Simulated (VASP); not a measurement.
# Ta (a cell with a defect) in VASP: notebook

Runs on Ta (a cell with a defect). Level: PBE. Tasks: single point.

Program: VASP 6.6.1. These are calculated values, not measurements. Logs are shortened: lines on timing, memory, paths and dates and some standing lists are left out, and cuts for length are marked.

## 1. The cell of the first run

The cell holds a defect, 17 atoms: a = 6.638 Å, b = 6.638 Å, c = 6.638 Å, α = 90.00°, β = 90.00°, γ = 90.00°.

## 2. Single point, PBE

INCAR reads:

```
SYSTEM = Ta
  PREC = Accurate
  ENCUT = 520
  EDIFF = 1E-6
  ISMEAR = 0
  SIGMA = 0.1
  LREAL = Auto
  LASPH = .TRUE.
  NELM = 100
  ALGO = Normal
  ISIF = 2
  LWAVE = .FALSE.
  LCHARG = .FALSE.
  GGA = PE
  NBANDS = 108
```

KPOINTS reads:

```
Automatic mesh
0
Gamma
  4 4 4
  0.5 0.5 0.5
```

POSCAR reads:

```
Ta
1.0
    6.6381247818      0.0000000000      0.0000000000
    0.0000000000      6.6381247818      0.0000000000
    0.0000000000      0.0000000000      6.6381247818
Ta
17
Direct
    0.0018911967      0.0000239525     -0.0004676019
    0.5990129940     -0.0861918115      0.1005360734
    0.0104832317      0.4962809691     -0.0051689296
   -0.0128414278     -0.0099415124      0.4874744158
    0.2503832113      0.2477279434      0.2591915724
    0.5005990561      0.5076573748      0.0005308728
    0.4995910907      0.0001260898      0.5024831725
    0.7479154374      0.2615792949      0.2478755754
   -0.0001327182      0.5111258242      0.5006010145
    0.2472478379      0.7499761098      0.2482252224
    0.1879907415      0.2800787965      0.6865598569
    0.4959640122      0.4975848012      0.5095972298
    0.7874046017      0.6912440110      0.2848268242
    0.7588255969      0.2476520183      0.7500996386
    0.2501326888      0.7516645384      0.7499003354
    0.7484402845      0.7500633332      0.7481052501
    0.4021572489      0.1187297657     -0.0971556006
```

Potentials or basis: VASP PAW PBE potentials, release 64 (Ta_pv).

The run is started by

```
> cat potpaw_PBE.64/Ta_pv/POTCAR > POTCAR
> mpirun -np 1 vasp_std > vasp.out
```

OUTCAR:

```text
SYSTEM = Ta
   PREC = Accurate
   ENCUT = 520
   EDIFF = 1E-6
   ISMEAR = 0
   LREAL = Auto
   LASPH = .TRUE.
   NELM = 100
   ISIF = 2
   GGA = PE

 ion  position               nearest neighbor table
   1  0.002  0.000  1.000-   2 2.82  14 2.84  17 2.84  10 2.85  15 2.86  16 2.89   5 2.90   8 2.93
                            11 3.05  13 3.13   4 3.24   3 3.29   3 3.34   4 3.40
   2  0.599  0.914  0.101-  13 2.29  17 2.30   8 2.69  10 2.76  16 2.76   7 2.81   1 2.82   6 2.85
                             5 3.37  14 3.38  15 3.46
   3  0.010  0.496  0.995-  13 2.75  11 2.76  15 2.84  10 2.85  14 2.86   8 2.88   5 2.89  16 2.92
                             6 3.25   9 3.28   1 3.29   1 3.34   9 3.36   6 3.39
   4  0.987  0.990  0.487-  11 2.69  13 2.74  16 2.84  10 2.84  14 2.87   5 2.88   8 2.88  15 2.93
                             9 3.18   7 3.24   1 3.24   1 3.40   7 3.40   9 3.46
   5  0.250  0.248  0.259-  17 2.71   7 2.84  12 2.86  11 2.88   4 2.88   3 2.89   9 2.90   1 2.90
                             6 2.95   8 3.30  10 3.31  10 3.33   8 3.34   2 3.37
   6  0.501  0.508  0.001-  17 2.74   8 2.84  16 2.85  10 2.85   2 2.85  15 2.86  13 2.94  14 2.95
                             5 2.95   3 3.25  12 3.26  11 3.31  12 3.38   3 3.39
   7  0.500  0.000  0.502-   2 2.81   5 2.84  17 2.85  16 2.85  15 2.86  14 2.89  10 2.90   8 2.93
                            11 3.04  13 3.15   4 3.24  12 3.30  12 3.34   4 3.40
   8  0.748  0.262  0.248-   2 2.69   6 2.84  13 2.87  12 2.88   3 2.88   4 2.88   9 2.89   1 2.93
                             7 2.93   5 3.30  14 3.31  14 3.34   5 3.34  17 3.38
   9  1.000  0.511  0.501-  11 2.33  13 2.34  16 2.83  10 2.83  15 2.84   8 2.89  14 2.89   5 2.90
                             4 3.18   3 3.28  12 3.29  12 3.35   3 3.36   4 3.46
  10  0.247  0.750  0.248-   2 2.76   9 2.83   4 2.84   6 2.85   1 2.85   3 2.85   7 2.90  12 2.92
                            13 3.09   5 3.31  15 3.31  15 3.33   5 3.33  17 3.51
  11  0.188  0.280  0.687-  17 2.29   9 2.33   4 2.69   3 2.76  12 2.76   5 2.88  14 2.89   7 3.04
                             1 3.05  15 3.19   6 3.31  15 3.56
  12  0.496  0.498  0.510-  13 2.76  11 2.76  15 2.84  16 2.85   5 2.86   8 2.88  14 2.89  10 2.92
                             6 3.26   9 3.29   7 3.30   7 3.34   9 3.35   6 3.38
  13  0.787  0.691  0.285-   2 2.29   9 2.34   4 2.74   3 2.75  12 2.76   8 2.87   6 2.94  10 3.09
                            16 3.11   1 3.13   7 3.15  16 3.59
  14  0.759  0.248  0.750-  17 2.71   1 2.84   3 2.86   4 2.87  11 2.89  12 2.89   9 2.89   7 2.89
                             6 2.95  16 3.30   8 3.31  16 3.34   8 3.34   2 3.38
  15  0.250  0.752  0.750-  17 2.83   9 2.84   3 2.84  12 2.84   6 2.86   7 2.86   1 2.86   4 2.93
                            11 3.19  16 3.31  10 3.31  10 3.33  16 3.33   2 3.46  11 3.56
  16  0.748  0.750  0.748-   2 2.76   9 2.83   4 2.84   6 2.85  12 2.85   7 2.85   1 2.89   3 2.92
                            13 3.11  14 3.30  15 3.31  15 3.33  14 3.34  17 3.51  13 3.59
  17  0.402  0.119  0.903-  11 2.29   2 2.30   5 2.71  14 2.71   6 2.74  15 2.83   1 2.84   7 2.85
                             8 3.38  10 3.51  16 3.51

  LATTYP: Found a simple cubic cell.
 ALAT       =     6.6381247818

  Lattice vectors:

 A1 = (   6.6381247818,   0.0000000000,   0.0000000000)
 A2 = (   0.0000000000,   6.6381247818,   0.0000000000)
 A3 = (   0.0000000000,   0.0000000000,   6.6381247818)

Analysis of symmetry for initial positions (statically):
=====================================================================
 Subroutine PRICEL returns:
 Original cell was already a primitive cell.

 Routine SETGRP: Setting up the symmetry group for a
 simple cubic supercell.

 Subroutine GETGRP returns: Found  1 space group operations
 (whereof  1 operations were pure point group operations)
 out of a pool of 48 trial point group operations.

The static configuration has the point symmetry C_1 .

Analysis of symmetry for dynamics (positions and initial velocities):
=====================================================================
 Subroutine PRICEL returns:
 Original cell was already a primitive cell.

 Routine SETGRP: Setting up the symmetry group for a
 simple cubic supercell.

 Subroutine GETGRP returns: Found  1 space group operations
 (whereof  1 operations were pure point group operations)
 out of a pool of 48 trial point group operations.

The dynamic configuration has the point symmetry C_1 .

 Subroutine INISYM returns: Found  1 space group operations
 (whereof  1 operations are pure point group operations),
 and found     1 'primitive' translations

----------------------------------------------------------------------------------------

                                     Primitive cell

  volume of cell :     292.5070

  direct lattice vectors                    reciprocal lattice vectors
     6.638124782  0.000000000  0.000000000     0.150644954  0.000000000  0.000000000
     0.000000000  6.638124782  0.000000000     0.000000000  0.150644954  0.000000000
     0.000000000  0.000000000  6.638124782     0.000000000  0.000000000  0.150644954

[... 64 lines left out ...]
 ===========================================

 Found     32 irreducible k-points:

 Following reciprocal coordinates:
            Coordinates               Weight
  0.125000  0.125000  0.125000      2.000000
 -0.125000  0.125000  0.125000      2.000000
 -0.125000 -0.125000  0.125000      2.000000
  0.125000 -0.125000  0.125000      2.000000
  0.375000  0.125000  0.125000      2.000000
  0.125000  0.375000  0.125000      2.000000
[... 16 lines left out ...]
 -0.375000 -0.375000  0.125000      2.000000
 -0.125000 -0.375000  0.375000      2.000000
 [... further k-points ...]
   k-points           NKPTS =     32   k-points in BZ     NKDIM =     32   number of bands    NBANDS=    108
   number of dos      NEDOS =    301   number of ions     NIONS =     17
   total plane-waves  NPLWV = 125000
   dimension x,y,z NGX =    50 NGY =   50 NGZ =   50
   dimension x,y,z NGXF=   100 NGYF=  100 NGZF=  100
   ions per type =              17
   NGX,Y,Z   is equivalent  to a cutoff of  12.52, 12.52, 12.52 a.u.
   NGXF,Y,Z  is equivalent  to a cutoff of  25.04, 25.04, 25.04 a.u.
 SYSTEM =  Ta
   PREC   = accura    normal or accurate (medium, high low for compatibility)
   ISTART =      0    job   : 0-new  1-cont  2-samecut
   ICHARG =      2    charge: 1-file 2-atom 10-const
   ISPIN  =      1    spin polarized calculation?
   LNONCOLLINEAR =      F non collinear calculations
   LSORBIT =      F    spin-orbit coupling
   LASPH  =      T    aspherical Exc in radial PAW
   ENCUT  =  520.0 eV  38.22 Ry    6.18 a.u.  12.34 12.34 12.34*2*pi/ulx,y,z
   NELM   =    100;   NELMIN=  2; NELMDL= -5     # of ELM steps
   EDIFF  = 0.1E-05   stopping-criterion for ELM
   LREAL  =      T    real-space projection
   EDIFFG = 0.1E-04   stopping-criterion for IOM
   NSW    =      0    number of steps for IOM
   IBRION =     -1    ionic relax: 0-MD 1-quasi-New 2-CG
   NFREE  =      0    steps in history (QN), initial steepest desc. (CG)
   ISIF   =      2    stress and relaxation
   ISYM   =      2    0-nonsym 1-usesym 2-fastsym
   POTIM  = 0.5000    time-step for ionic-motion
   TEBEG  =    0.0;   TEEND  =   0.0 temperature during run
   PSTRESS=    0.0 pullay stress
   NELECT =     187.0000    total number of electrons
   NUPDOWN=      -1.0000    fix difference up-down
   EMIN   =  10.00;   EMAX   =-10.00  energy-range for DOS
   EFERMI =   0.00;   METHOD = LEGACY
   ISMEAR =     0;   SIGMA  =   0.10  broadening in eV -4-tet -1-fermi 0-gaus
   EFERMI_NEDOS =   21; number of points for ismear=-14 and -15
   IALGO  =     38    algorithm
   IMIX   =      4    mixing-type and parameters
     AMIX     =   0.40;   BMIX     =  1.00
     AMIX_MAG =   1.60;   BMIX_MAG =  1.00
  volume/ion in A,a.u.               =      17.21       116.11
  Fermi-wavevector in a.u.,A,eV,Ry     =   1.410295  2.665071 27.061061  1.988932
  Thomas-Fermi vector in A             =   2.532263
   LORBIT       =      0    0 simple, 1 ext, 2 COOP (PROOUT), +10 PAW based schemes
   GGA     = PE    functional components
   LHFCALC =     F    Hartree Fock is set to
   AEXX    =    0.0000 exact exchange contribution
   IVDW    =     0    specifies the selected vdW correction
   LEPSILON=     F    determine dielectric tensor
   LRPA    =     F    only Hartree local field effects (RPA)
 non-spin polarized calculation
 Gauss-broadening in eV      SIGMA  =   0.10
  energy-cutoff  :      520.00
  volume of cell :      292.51
 maximum number of plane-waves:      7914
 NGX is ok and might be reduce to    50
   NGX = 25   NGY = 25   NGZ = 25

 number of electron     186.9999972 magnetization

 Free energy of the ion-electron system (eV)
  ---------------------------------------------------
  ext. energy  EPLUGINS =         0.00000000
  ---------------------------------------------------
  free energy    TOTEN  =      -193.23992638 eV

  energy without entropy =     -193.16391058  energy(sigma->0) =     -193.20191848

 E-fermi :   6.0221     XC(G=0): -12.8199

 val. band max:        6.0213561529   @ k =   0.3750   0.1250   0.3750
 cond. band min:       6.0231528855   @ k =  -0.3750   0.1250   0.1250
 fundamental gap:      0.0017967326
 Fermi energy:         6.0220646840

 k-point     1 :       0.1250    0.1250    0.1250
  band No.  band energies     occupation
      1     -29.8178      2.00000
      2     -29.4531      2.00000
      3     -28.5270      2.00000
      4     -28.5216      2.00000
      5     -28.3088      2.00000
      6     -28.2996      2.00000
[... 2581 lines left out ...]
    104       7.8879      0.00000
    105       8.1981      0.00000

 [... further k-points ...]

 [bands above 105 left out]

------------------------ aborting loop because EDIFF is reached ----------------------------------------

  FORCE on cell =-STRESS in cart. coord.  units (eV):
  Direction    XX          YY          ZZ          XY          YZ          ZX
  --------------------------------------------------------------------------------------
  -------------------------------------------------------------------------------------
  Total       39.7440420     39.7766084     39.7484671    -12.5749935    -12.5294741     13.2041394
  in kB      217.6939600    217.8723391    217.7181981    -68.8782518    -68.6289241     72.3243345
  external PRESSURE =     217.7614990 kB  Pullay stress =       0.0000000 kB

 VOLUME and BASIS-vectors are now :
 -----------------------------------------------------------------------------
  energy-cutoff  :      520.00
  volume of cell :      292.51
      direct lattice vectors                 reciprocal lattice vectors
     6.638124782  0.000000000  0.000000000     0.150644954  0.000000000  0.000000000
     0.000000000  6.638124782  0.000000000     0.000000000  0.150644954  0.000000000
     0.000000000  0.000000000  6.638124782     0.000000000  0.000000000  0.150644954

 POSITION                                       TOTAL-FORCE (eV/Angst)
 -----------------------------------------------------------------------------------
      0.01255      0.00016      6.63502        -0.001590      0.001533     -0.000087
      3.97632      6.06597      0.66737        -0.003177      0.011963     -0.000425
      0.06959      3.29437      6.60381         0.005440     -0.002036      0.001971
      6.55288      6.57213      3.23592         0.000368      0.002850      0.000279
      1.66207      1.64445      1.72055        -0.003108      0.000871      0.005719
      3.32304      3.36989      0.00352        -0.002571      0.002993      0.001197
[... 9 lines left out ...]
      4.96824      4.97901      4.96602        -0.002144     -0.003457     -0.003986
      2.66957      0.78814      5.99319         0.009142      0.003042      0.008039
 -----------------------------------------------------------------------------------
    total drift:                                0.003439     -0.005897      0.004323

  FREE ENERGIE OF THE ION-ELECTRON SYSTEM (eV)
  ---------------------------------------------------
  free  energy   TOTEN  =      -193.2399263831 eV

  energy  without entropy=     -193.1639105792  energy(sigma->0) =     -193.20191848
```

Run time: 24 min. Hardware: 1 thread of AMD EPYC 9R14 (Zen 4), shared host; peak memory 0.7 GiB.

Results:

* Free energy: -193.2399 eV
* Pressure: 21.8 GPa
* Largest force: 0.031 eV/Å
* Band gap on the k mesh: zero (an odd number of electrons rules out a gap without spin polarisation)

Forces in eV/Å, atoms in the order of the input:
```
Ta  -0.002  0.002  0.000
Ta  -0.003  0.012  0.000
Ta   0.005 -0.002  0.002
Ta   0.000  0.003  0.000
Ta  -0.003  0.001  0.006
Ta  -0.003  0.003  0.001
Ta   0.000 -0.003 -0.007
Ta   0.005  0.001 -0.002
Ta   0.006  0.005  0.006
Ta   0.005 -0.002  0.001
Ta  -0.026  0.001 -0.018
Ta   0.000  0.006 -0.005
Ta   0.001 -0.024  0.013
Ta   0.008  0.005  0.000
Ta  -0.001 -0.006 -0.001
Ta  -0.002 -0.003 -0.004
Ta   0.009  0.003  0.008
```

Caveat: spin-orbit coupling is left out, which moves the levels of the heavy elements.

## 3. Single point, PBE

INCAR reads:

```
SYSTEM = Ta
PREC = Accurate
ENCUT = 520
EDIFF = 1E-7
ISMEAR = 0
SIGMA = 0.1
LREAL = Auto
LASPH = .TRUE.
NELM = 100
ALGO = Fast
ISIF = 2
LWAVE = .FALSE.
LCHARG = .FALSE.
GGA = PE
NBANDS = 108
```

KPOINTS is that of step 2.

POSCAR reads:

```
Ta
1.0
    6.6381247818      0.0000000000      0.0000000000
    0.0000000000      6.6381247818      0.0000000000
    0.0000000000      0.0000000000      6.6381247818
Ta
17
Direct
   -0.0051439226     -0.0034795971     -0.0022741362
    0.6004835900     -0.1013158116     -0.0362117327
    0.0139179366      0.4856522144     -0.0008631956
   -0.0045826195     -0.0069819417      0.4992798582
    0.2082094033      0.2906153565      0.3139305253
    0.5030257957      0.5049655001     -0.0023624142
    0.5049582691     -0.0054057435      0.4937870419
    0.7470918615      0.2435815917      0.2477662072
   -0.0086280391      0.5078220297      0.5059437884
    0.2557589765      0.7525670523      0.2479118809
    0.2384800003      0.2607739470      0.7127680114
    0.5062007887      0.5037833891      0.4991192707
    0.7705132350      0.7288580976      0.2655805755
    0.7435381470      0.2438114759      0.7502374788
    0.2556151106      0.7558063708      0.7499413108
    0.7812762144      0.7181745081      0.7195970484
    0.3643503368      0.1361533610      0.0447766515
```

Potentials or basis: VASP PAW PBE potentials, release 64 (Ta_pv).

The run is started by

```
> cat potpaw_PBE.64/Ta_pv/POTCAR > POTCAR
> mpirun -np 1 vasp_std > vasp.out
```

Wall time 34 min (1 thread of Oxide Virtual Turin-like, shared host); peak memory 0.72 GiB.

The run converged. Its results:

| Property | Result |
| --- | --- |
| Free energy | -192.9472 eV |
| Pressure | 21.5 GPa |
| Largest force | 0.545 eV/Å |
| Band gap on the k mesh | zero (an odd number of electrons rules out a gap without spin polarisation) |

Forces on the atoms (eV/Å):
```
Ta   0.019 -0.013 -0.031
Ta  -0.004  0.009 -0.464
Ta  -0.033  0.032 -0.018
Ta   0.029  0.011 -0.012
Ta  -0.228  0.230  0.129
Ta   0.002 -0.015 -0.032
Ta  -0.035  0.022 -0.080
Ta   0.038  0.009 -0.027
Ta  -0.007  0.019  0.075
Ta  -0.006 -0.037 -0.037
Ta   0.153 -0.147  0.183
Ta  -0.012 -0.030 -0.016
Ta  -0.066  0.074 -0.076
Ta  -0.002  0.003 -0.013
Ta  -0.006  0.006 -0.006
Ta   0.081 -0.083 -0.106
Ta   0.076 -0.091  0.532
```

Stress tensor (GPa, compression positive):
```
20.81 -6.22 -3.71
-6.22 20.86  3.69
-3.71  3.69 22.74
```

Levels at points of the mesh, in eV from the Fermi level:
```tsv
k point	band 91	band 92	band 93	band 94	band 95	band 96	band 97	band 98
(0.12, 0.12, 0.12)	0.23	0.31	0.42	0.44	0.61	0.68	0.81	0.91
```

Caveat: spin-orbit coupling is left out, which moves the levels of the heavy elements.

## 4. Single point, PBE

INCAR reads:

```
  PREC = Accurate
  ENCUT = 520
  EDIFF = 1E-6
  ISMEAR = 0
  SIGMA = 0.1
  LREAL = Auto
  LASPH = True
  NELM = 80
  ALGO = Fast
  ISIF = 2
  LWAVE = False
  LCHARG = False
  GGA = PE
  NBANDS = 108
```

KPOINTS is that of step 3.

POSCAR reads:

```
Ta
1.0
    6.6381247818      0.0000000000      0.0000000000
    0.0000000000      6.6381247818      0.0000000000
    0.0000000000      0.0000000000      6.6381247818
Ta
17
Direct
    0.0018911967      0.0000239525      0.0004676019
    0.5990129940     -0.0861918115     -0.1005360734
    0.0104832317      0.4962809691      0.0051689296
   -0.0128414278     -0.0099415124      0.5125256171
    0.1879907415      0.2800787965      0.3134401760
    0.5005990561      0.5076573748     -0.0005308728
    0.4995910907      0.0001260898      0.4975168603
    0.7588255969      0.2476520183      0.2499003942
   -0.0001327182      0.5111258242      0.4993990184
    0.2501326888      0.7516645384      0.2500996975
    0.2503832113      0.2477279434      0.7408084605
    0.4959640122      0.4975848012      0.4904028031
    0.7484402845      0.7500633332      0.2518947828
    0.7479154374      0.2615792949      0.7521244575
    0.2472478379      0.7499761098      0.7517748105
    0.7874046017      0.6912440110      0.7151732087
    0.4021572489      0.1187297657      0.0971556006
```

The run is started by

```
> cat potpaw_PBE.64/Ta_pv/POTCAR > POTCAR
> mpirun -np 1 vasp_std > vasp.out
```

Run time: 41 min. Hardware: 1 thread of Oxide Virtual Turin-like, shared host; peak memory 0.71 GiB.

Results (log left out):

| Property | Result |
| --- | --- |
| Free energy | -193.2399 eV |
| Pressure | 21.8 GPa |
| Largest force | 0.031 eV/Å |
| Band gap on the k mesh | zero (an odd number of electrons rules out a gap without spin polarisation) |

Forces in eV/Å, atoms in the order of the input:
```
Ta  -0.002  0.002  0.000
Ta  -0.003  0.012  0.001
Ta   0.005 -0.002 -0.002
Ta   0.000  0.003  0.000
Ta  -0.026  0.001  0.017
Ta  -0.003  0.003 -0.001
Ta   0.000 -0.003  0.007
Ta   0.008  0.005  0.000
Ta   0.006  0.005 -0.006
Ta  -0.001 -0.006  0.001
Ta  -0.003  0.001 -0.006
Ta   0.000  0.006  0.005
Ta  -0.002 -0.003  0.004
Ta   0.005  0.001  0.002
Ta   0.005 -0.002 -0.001
Ta   0.001 -0.024 -0.013
Ta   0.009  0.003 -0.008
```

Stress tensor (GPa, compression positive):
```
21.77 -6.89 -7.23
-6.89 21.79  6.86
-7.23  6.86 21.77
```

Levels at points of the mesh, in eV from the Fermi level:
| k point | band 90 | band 91 | band 92 | band 93 | band 94 | band 95 | band 96 | band 97 | band 98 | band 99 |
| --- | --- | --- | --- | --- | --- | --- | --- | --- | --- | --- |
| (0.12, 0.12, 0.12) | 0.09 | 0.22 | 0.44 | 0.49 | 0.59 | 0.63 | 0.73 | 0.85 | 0.91 | 0.94 |

Caveat: spin-orbit coupling is left out, which moves the levels of the heavy elements.

## 5. Overview

```csv
cell,gap on the mesh (eV),pressure (GPa),largest force (eV/Å)
"as given, atomic positions A",none,21.8,0.03
"as given, atomic positions B",none,21.5,0.54
"as given, atomic positions C",none,21.8,0.03
```

Alike in all rows: task single point; level PBE; potentials or basis VASP PAW PBE potentials, release 64 (Ta_pv); no spin polarisation; k mesh 4 × 4 × 4, shifted; cutoff (eV) 520; smearing gaussian 0.1 eV.

Caveats: spin-orbit coupling is left out, which moves the levels of the heavy elements.

Total energies depend on the potentials used, so only differences within one code and one set of settings carry meaning.
